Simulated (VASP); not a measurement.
# BN (P6_3/mmc) in VASP: a series of runs

The runs below take BN through single point, with PBEsol.

Program: VASP 6.6.1. These are calculated values, not measurements. Logs are shortened: lines on timing, memory, paths and dates and some standing lists are left out, and cuts for length are marked.

## (1) The cell of the first run

The structure is hexagonal, space group P6_3/mmc (No. 194). Conventional cell: a = 2.423 Å, b = 2.423 Å, c = 6.972 Å, α = 90.00°, β = 90.00°, γ = 120.00°. B (site symmetry -6m2) has 3 N at 1.40 Å within 1.9 Å. Within 1.9 Å of N (site symmetry -6m2) lie 3 B at 1.40 Å.

## (2) Single point, PBEsol (volume 8.860 Å^3 an atom, c/a of the conventional cell 2.8780)

Input file INCAR:

```
PREC = Accurate
ENCUT = 520
EDIFF = 1E-7
ISMEAR = 0
SIGMA = 0.05
LREAL = False
LASPH = True
NELM = 80
ALGO = Normal
ISIF = 2
LWAVE = False
LCHARG = False
GGA = PS
NBANDS = 16
```

Input file KPOINTS:

```
Automatic mesh
0
Gamma
  12 12 4
```

Input file POSCAR:

```
BN
1.0
    2.4226504897      0.0000000000      0.0000000000
   -1.2113252449      2.0980768685      0.0000000000
    0.0000000000      0.0000000000      6.9723881093
B N
2 2
Direct
    0.3333333333      0.6666666667      0.2500000000
    0.6666666667      0.3333333333      0.7500000000
    0.3333333333      0.6666666667      0.7500000000
    0.6666666667      0.3333333333      0.2500000000
```

Potentials or basis: VASP PAW PBE potentials, release 64 (B, N).

On the command line:

```sh
cat potpaw_PBE.64/B/POTCAR potpaw_PBE.64/N/POTCAR > POTCAR
mpirun -np 1 vasp_std > vasp.out
```

OUTCAR:

```text
PREC = Accurate
   ENCUT = 520
   EDIFF = 1E-7
   ISMEAR = 0
   LREAL = False
   LASPH = True
   NELM = 80
   ISIF = 2
   GGA = PS

 ion  position               nearest neighbor table
   1  0.333  0.667  0.250-   4 1.40   4 1.40   4 1.40
   2  0.667  0.333  0.750-   3 1.40   3 1.40   3 1.40
   3  0.333  0.667  0.750-   2 1.40   2 1.40   2 1.40
   4  0.667  0.333  0.250-   1 1.40   1 1.40   1 1.40

  LATTYP: Found a hexagonal cell.
 ALAT       =     2.4226504897
 C/A-ratio  =     2.8780000000

  Lattice vectors:

 A1 = (   2.4226504897,   0.0000000000,   0.0000000000)
 A2 = (  -1.2113252449,   2.0980768685,   0.0000000000)
 A3 = (   0.0000000000,   0.0000000000,   6.9723881093)

Analysis of symmetry for initial positions (statically):
=====================================================================
 Subroutine PRICEL returns:
 Original cell was already a primitive cell.

 Routine SETGRP: Setting up the symmetry group for a
 hexagonal supercell.

 Subroutine GETGRP returns: Found 24 space group operations
 (whereof 12 operations were pure point group operations)
 out of a pool of 24 trial point group operations.

The static configuration has the point symmetry D_3d.
 The point group associated with its full space group is D_6h.

Analysis of symmetry for dynamics (positions and initial velocities):
=====================================================================
 Subroutine PRICEL returns:
 Original cell was already a primitive cell.

 Routine SETGRP: Setting up the symmetry group for a
 hexagonal supercell.

 Subroutine GETGRP returns: Found 24 space group operations
 (whereof 12 operations were pure point group operations)
 out of a pool of 24 trial point group operations.

The dynamic configuration has the point symmetry D_3d.
 The point group associated with its full space group is D_6h.

 Subroutine INISYM returns: Found 24 space group operations
 (whereof 12 operations are pure point group operations),
 and found     1 'primitive' translations

----------------------------------------------------------------------------------------

                                     Primitive cell

  volume of cell :      35.4400

  direct lattice vectors                    reciprocal lattice vectors
     2.422650490  0.000000000  0.000000000     0.412771056  0.238313480  0.000000000
    -1.211325245  2.098076869  0.000000000     0.000000000  0.476626960  0.000000000
     0.000000000  0.000000000  6.972388109     0.000000000  0.000000000  0.143422882

  length of vectors
     2.422650490  2.422650490  6.972388109     0.476626960  0.476626960  0.143422882

  position of ions in fractional coordinates (direct lattice)
     0.333333333  0.666666667  0.250000000
     0.666666667  0.333333333  0.750000000
     0.333333333  0.666666667  0.750000000
     0.666666667  0.333333333  0.250000000

  ion indices of the primitive-cell ions
   primitive index   ion index
                 1           1
                 2           2
                 3           3
                 4           4

----------------------------------------------------------------------------------------

 KPOINTS: Automatic mesh

Automatic generation of k-mesh.
 Grid dimensions read from file:
 generate k-points for:   12   12    4

 Generating k-lattice:

  Cartesian coordinates                     Fractional coordinates (reciprocal lattice)
     0.034397588  0.019859457  0.000000000     0.083333333 -0.000000000  0.000000000
     0.000000000  0.039718913  0.000000000     0.000000000  0.083333333  0.000000000
     0.000000000  0.000000000  0.035855721     0.000000000  0.000000000  0.250000000

  Length of vectors
     0.039718913  0.039718913  0.035855721

  Shift w.r.t. Gamma in fractional coordinates (k-lattice)
     0.000000000  0.000000000  0.000000000

 Subroutine IBZKPT returns following result:
 ===========================================

 Found     57 irreducible k-points:

 Following reciprocal coordinates:
            Coordinates               Weight
  0.000000  0.000000  0.000000      1.000000
  0.083333 -0.000000  0.000000      6.000000
  0.166667 -0.000000  0.000000      6.000000
  0.250000 -0.000000  0.000000      6.000000
  0.333333  0.000000  0.000000      6.000000
  0.416667 -0.000000  0.000000      6.000000
[... 16 lines left out ...]
  0.250000 -0.000000  0.250000     12.000000
  0.333333  0.000000  0.250000     12.000000
 [... further k-points ...]
   k-points           NKPTS =     57   k-points in BZ     NKDIM =     57   number of bands    NBANDS=     16
   number of dos      NEDOS =    301   number of ions     NIONS =      4
   total plane-waves  NPLWV =  17496
   dimension x,y,z NGX =    18 NGY =   18 NGZ =   54
   dimension x,y,z NGXF=    36 NGYF=   36 NGZF=  108
   ions per type =               2   2
   NGX,Y,Z   is equivalent  to a cutoff of  12.35, 12.35, 12.88 a.u.
   NGXF,Y,Z  is equivalent  to a cutoff of  24.70, 24.70, 25.75 a.u.
 SYSTEM =  unknown system
   PREC   = accura    normal or accurate (medium, high low for compatibility)
   ISTART =      0    job   : 0-new  1-cont  2-samecut
   ICHARG =      2    charge: 1-file 2-atom 10-const
   ISPIN  =      1    spin polarized calculation?
   LNONCOLLINEAR =      F non collinear calculations
   LSORBIT =      F    spin-orbit coupling
   LASPH  =      T    aspherical Exc in radial PAW
   ENCUT  =  520.0 eV  38.22 Ry    6.18 a.u.   4.50  4.50 12.96*2*pi/ulx,y,z
   NELM   =     80;   NELMIN=  2; NELMDL= -5     # of ELM steps
   EDIFF  = 0.1E-06   stopping-criterion for ELM
   LREAL  =      F    real-space projection
   EDIFFG = 0.1E-05   stopping-criterion for IOM
   NSW    =      0    number of steps for IOM
   IBRION =     -1    ionic relax: 0-MD 1-quasi-New 2-CG
   NFREE  =      0    steps in history (QN), initial steepest desc. (CG)
   ISIF   =      2    stress and relaxation
   ISYM   =      2    0-nonsym 1-usesym 2-fastsym
   POTIM  = 0.5000    time-step for ionic-motion
   TEBEG  =    0.0;   TEEND  =   0.0 temperature during run
   PSTRESS=    0.0 pullay stress
   NELECT =      16.0000    total number of electrons
   NUPDOWN=      -1.0000    fix difference up-down
   EMIN   =  10.00;   EMAX   =-10.00  energy-range for DOS
   EFERMI =   0.00;   METHOD = LEGACY
   ISMEAR =     0;   SIGMA  =   0.05  broadening in eV -4-tet -1-fermi 0-gaus
   EFERMI_NEDOS =   21; number of points for ismear=-14 and -15
   IALGO  =     38    algorithm
   IMIX   =      4    mixing-type and parameters
     AMIX     =   0.40;   BMIX     =  1.00
     AMIX_MAG =   1.60;   BMIX_MAG =  1.00
  volume/ion in A,a.u.               =       8.86        59.79
  Fermi-wavevector in a.u.,A,eV,Ry     =   1.255886  2.373281 21.459788  1.577250
  Thomas-Fermi vector in A             =   2.389621
   LORBIT       =      0    0 simple, 1 ext, 2 COOP (PROOUT), +10 PAW based schemes
   GGA     = PS    functional components
   LHFCALC =     F    Hartree Fock is set to
   AEXX    =    0.0000 exact exchange contribution
   IVDW    =     0    specifies the selected vdW correction
   LEPSILON=     F    determine dielectric tensor
   LRPA    =     F    only Hartree local field effects (RPA)
 non-spin polarized calculation
 Gauss-broadening in eV      SIGMA  =   0.05
  energy-cutoff  :      520.00
  volume of cell :       35.44
 maximum number of plane-waves:       986
 NGX is ok and might be reduce to    18
   NGX =  9   NGY =  9   NGZ = 25

 number of electron      16.0000006 magnetization

 Free energy of the ion-electron system (eV)
  ---------------------------------------------------
  ext. energy  EPLUGINS =         0.00000000
  ---------------------------------------------------
  free energy    TOTEN  =       -36.27799389 eV

  energy without entropy =      -36.27799389  energy(sigma->0) =      -36.27799389

 E-fermi :   2.5156     XC(G=0): -10.1655

 val. band max:        2.2330967196   @ k =   0.3333   0.3333   0.5000
 cond. band min:       6.6387505009   @ k =   0.5000  -0.0000   0.0000
 fundamental gap:      4.4056537813
 Fermi energy:         2.5156451562

 k-point     1 :       0.0000    0.0000    0.0000
  band No.  band energies     occupation
      1     -16.0855      2.00000
      2     -15.8860      2.00000
      3      -4.3683      2.00000
      4      -2.7253      2.00000
      5       1.0536      2.00000
      6       1.0536      2.00000
[... 8 lines left out ...]
     15      15.5644      0.00000
     16      16.3293      0.00000

 k-point     2 :       0.0833   -0.0000    0.0000
  band No.  band energies     occupation
      1     -15.9399      2.00000
      2     -15.7437      2.00000
      3      -4.1664      2.00000
      4      -2.5383      2.00000
      5       0.4697      2.00000
      6       0.4825      2.00000
[... 8 lines left out ...]
     15      15.7891      0.00000
     16      15.9614      0.00000

 k-point     3 :       0.1667   -0.0000    0.0000
  band No.  band energies     occupation
      1     -15.5098      2.00000
      2     -15.3237      2.00000
      3      -3.5675      2.00000
      4      -1.9871      2.00000
      5      -1.0213      2.00000
      6      -1.0060      2.00000
[... 8 lines left out ...]
     15      17.0360      0.00000
     16      17.1090      0.00000

 k-point     4 :       0.2500   -0.0000    0.0000
  band No.  band energies     occupation
      1     -14.8208      2.00000
      2     -14.6524      2.00000
      3      -2.9324      2.00000
      4      -2.9031      2.00000
      5      -2.5976      2.00000
      6      -1.1075      2.00000
[... 8 lines left out ...]
     15      18.1888      0.00000
     16      19.5460      0.00000
[... 324 lines left out ...]
 k-point    22 :       0.1667   -0.0000    0.2500
  band No.  band energies     occupation
      1     -15.4836      2.00000
      2     -15.3520      2.00000
      3      -3.3711      2.00000
      4      -2.2668      2.00000
      5      -1.0160      2.00000
      6      -1.0020      2.00000
[... 8 lines left out ...]
     15      17.0462      0.00000
     16      17.0976      0.00000

 k-point    23 :       0.2500   -0.0000    0.2500
  band No.  band energies     occupation
      1     -14.7970      2.00000
      2     -14.6778      2.00000
      3      -2.9395      2.00000
      4      -2.9121      2.00000
      5      -2.3961      2.00000
      6      -1.3573      2.00000
[... 8 lines left out ...]
     15      19.5351      0.00000
     16      19.5562      0.00000

 k-point    24 :       0.3333    0.0000    0.2500
  band No.  band energies     occupation
      1     -13.9186      2.00000
      2     -13.8190      2.00000
      3      -4.8520      2.00000
      4      -4.8203      2.00000
      5      -1.4344      2.00000
      6      -1.4112      2.00000
[... 8 lines left out ...]
     15      19.6795      0.00000
     16      21.5429      0.00000

 [... further k-points ...]
[... 5 lines left out ...]
  --------------------------------------------------------------------------------------
  -------------------------------------------------------------------------------------
  Total        8.8554311      8.8554311      0.0031023     -0.0000000     -0.0000000     -0.0000000
  in kB      400.3377822    400.3377822      0.1402492     -0.0000000     -0.0000000     -0.0000000
  external PRESSURE =     266.9386045 kB  Pullay stress =       0.0000000 kB

 VOLUME and BASIS-vectors are now :
 -----------------------------------------------------------------------------
  energy-cutoff  :      520.00
  volume of cell :       35.44
      direct lattice vectors                 reciprocal lattice vectors
     2.422650490  0.000000000  0.000000000     0.412771056  0.238313480  0.000000000
    -1.211325245  2.098076869  0.000000000     0.000000000  0.476626960  0.000000000
     0.000000000  0.000000000  6.972388109     0.000000000  0.000000000  0.143422882

 POSITION                                       TOTAL-FORCE (eV/Angst)
 -----------------------------------------------------------------------------------
     -0.00000      1.39872      1.74310         0.000000      0.000000      0.000000
      1.21133      0.69936      5.22929         0.000000     -0.000000      0.000000
     -0.00000      1.39872      5.22929        -0.000000      0.000000      0.000000
      1.21133      0.69936      1.74310        -0.000000     -0.000000      0.000000
 -----------------------------------------------------------------------------------
    total drift:                               -0.000000      0.000000      0.000000

  FREE ENERGIE OF THE ION-ELECTRON SYSTEM (eV)
  ---------------------------------------------------
  free  energy   TOTEN  =       -36.2779938893 eV

  energy  without entropy=      -36.2779938893  energy(sigma->0) =      -36.27799389
```

Wall time 50 s (1 thread of Intel Xeon Platinum 8259CL at 2.50GHz (Skylake/Cascade Lake), shared host); peak memory 0.15 GiB.

Results:

```yaml
Free_energy: -36.2780 eV
Pressure: 26.7 GPa
Band_gap_on_the_k_mesh: 4.41 eV, indirect (least direct gap 4.84 eV)
```

Levels at points of the mesh, in eV from the valence-band top:
| k point | band 4 | band 5 | band 6 | band 7 | band 8 | band 9 | band 10 | band 11 | band 12 | band 13 |
| --- | --- | --- | --- | --- | --- | --- | --- | --- | --- | --- |
| (0.00, 0.00, 0.00) | -4.96 | -1.18 | -1.18 | -1.16 | -1.16 | 4.72 | 9.74 | 12.37 | 12.37 | 12.44 |
| (0.50, 0.00, 0.00) | -9.28 | -4.28 | -4.24 | -1.41 | -0.66 | 4.41 | 5.58 | 10.29 | 11.01 | 12.65 |
| (0.00, 0.00, 0.50) | -5.86 | -1.17 | -1.17 | -1.17 | -1.17 | 6.91 | 6.91 | 12.40 | 12.40 | 12.40 |
| (0.50, 0.00, 0.50) | -9.29 | -4.26 | -4.26 | -1.03 | -1.03 | 4.84 | 4.84 | 10.84 | 10.84 | 13.64 |

Caveat: the PAW data sets were made with another functional, which shifts forces and pressure a little; this functional lacks dispersion, which binds the layers, so the pressure and a relaxed spacing across them are unreliable. A k mesh can miss the band edges.

[end of part 1 of 2]
